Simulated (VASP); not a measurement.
Ge:

```
Ge
1.0
     4.06506    0.00000    0.00000
    -2.03253    3.52045    0.00000
     0.00000    0.00000   13.34250
Ge
8
Direct
  0.00000 0.00000 0.00060
  0.33333 0.66667 0.24961
  0.00000 0.00000 0.50060
  0.66667 0.33333 0.74961
  0.00000 0.00000 0.18690
  0.33333 0.66667 0.43789
  0.00000 0.00000 0.68690
  0.66667 0.33333 0.93789
```

| Property | Result |
| --- | --- |
| Program | VASP 6.6.1 |
| Task | relaxation of cell and atoms |
| Functional | LDA |
| Potentials or basis | VASP PAW LDA potentials, release 64 (Ge_d) |
| Cutoff | 600 eV |
| k mesh | 6 × 6 × 2 |
| Occupations | fermi-dirac, width 0.02 eV |
| Spin | no spin polarisation |

At the start: pressure -4.2 GPa; volume 23.87 Å³/atom.

Question: Where does the relaxation end?

Answer: Over 22 steps the energy falls by 22.9 meV/atom and the volume is 22.23 Å³/atom (-6.9 %); space group P6_3/mmc (No. 194, to 0.05 Å).

The path:
```
step  energy change (eV)  largest force (eV/Å)  pressure (GPa)  volume (Å³)
   1              0.0000                0.0399           -4.21       190.94
   2             -0.1667                0.0306            1.71       174.12
   3             -0.1829                0.0227            0.16       177.92
   4             -0.1825                0.0221           -0.24       178.34
   5             -0.1826                0.0032           -0.20       178.30
   6             -0.1827                0.0106           -0.20       178.27
   7             -0.1828                0.0027           -0.17       178.19
   8             -0.1830                0.0049           -0.16       177.95
   9             -0.1829                0.0148            0.10       177.49
  10             -0.1830                0.0087            0.08       177.68
  11             -0.1830                0.0062            0.10       177.82
  12             -0.1830                0.0044           -0.04       177.89
  13             -0.1830                0.0065            0.05       177.87
  14             -0.1830                0.0054           -0.11       177.88
  15             -0.1830                0.0013            0.13       177.83
  16             -0.1830                0.0071           -0.12       177.84
  17             -0.1830                0.0033           -0.05       177.83
  18             -0.1830                0.0026           -0.05       177.83
  19             -0.1830                0.0017           -0.06       177.83
  20             -0.1830                0.0015           -0.05       177.83
  21             -0.1830                0.0046            0.08       177.81
  22             -0.1830                0.0047           -0.03       177.81
```

Final structure:
```yaml
crystal:
  lattice:
    - [3.97480, 0.00000, 0.00000]
    - [-1.98740, 3.44228, 0.00000]
    - [0.00000, 0.00000, 12.99561]
  atoms:
    - { symbol: Ge, position: [0.00000, 0.00000, 0.00038] }
    - { symbol: Ge, position: [0.33333, 0.66667, 0.24949] }
    - { symbol: Ge, position: [0.00000, 0.00000, 0.50038] }
    - { symbol: Ge, position: [0.66667, 0.33333, 0.74949] }
    - { symbol: Ge, position: [0.00000, 0.00000, 0.18712] }
    - { symbol: Ge, position: [0.33333, 0.66667, 0.43801] }
    - { symbol: Ge, position: [0.00000, 0.00000, 0.68712] }
    - { symbol: Ge, position: [0.66667, 0.33333, 0.93801] }
```
